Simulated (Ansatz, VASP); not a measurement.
## Two plane-wave programs on GaN

Contents of INCAR:

```
SYSTEM = GaN
PREC = Accurate
ENCUT = 520
EDIFF = 1E-6
ISMEAR = 0
SIGMA = 0.05
LREAL = .False.
LASPH = .True.
NELM = 80
ALGO = Normal
ISIF = 2
LWAVE = .False.
LCHARG = .False.
GGA = PE
NBANDS = 26
```

The input KPOINTS:

```
regular mesh
0
Gamma
  12 12 6
  0 0 0
```

File POSCAR:

```
GaN
1.0
    3.1799996605      0.0000000000      0.0000000000
   -1.5899998303      2.7539604900      0.0000000000
    0.0000000000      0.0000000000      5.1660000000
Ga N
2 2
Direct
    0.3333333333      0.6666666667      0.0000000000
    0.6666666667      0.3333333333      0.5000000000
    0.3018867891      0.6666666667      0.3362853271
    0.6666666667      0.3333333333      0.8750000000
```

Input for Ansatz:

```yaml
crystal:
  lattice:
    - [3.1799996605, 0.0, 0.0]
    - [-1.5899998303, 2.75396049, 0.0]
    - [0.0, 0.0, 5.166]
  atoms:
    - { symbol: Ga, position: [0.3333333333, 0.6666666667, 0.0] }
    - { symbol: Ga, position: [0.6666666667, 0.3333333333, 0.5] }
    - { symbol: "N", position: [0.3018867891, 0.6666666667, 0.3362853271] }
    - { symbol: "N", position: [0.6666666667, 0.3333333333, 0.875] }
basis:
  ecutwfc: 420
kpoints:
  mp_grid: { grid: [12, 12, 6] }
hamiltonian:
  xc: pbe
scf:
  occupations: { method: gaussian, width: 0.05 }
output:
  forces: true
  stress: true
  eigenvalues: true
```

Alike in both runs: task single point; functional PBE; k mesh 12 × 12 × 6; occupations gaussian, width 0.05 eV; no spin polarisation.

|  | VASP | Ansatz |
| --- | --- | --- |
| version | VASP 6.6.1 | Ansatz 0.2.0 |
| potentials or method | VASP PAW PBE potentials, release 64 (Ga_d, N), cutoff 520 eV | scalar-relativistic, plane waves, PAW |
| valence electrons in the cell | 36 | 36 |

|  | VASP | Ansatz | Ansatz less VASP |
| --- | --- | --- | --- |
| gap on the k mesh at the Fermi level (eV) | 1.72 | 1.72 | -0.004 |
| least direct gap on the mesh (eV) | 1.72 | 1.72 | -0.004 |
| pressure (GPa) | 11.2 | 11.3 | +0.08 |
| traceless stress, the component that is largest in VASP (GPa) | 13.92 | 14.28 | +0.357 |
| rms of the force components (eV/Å) | 1.909 | 1.946 | +0.0377 |

Atom by atom the forces differ by 0.040 eV/Å (rms over components).
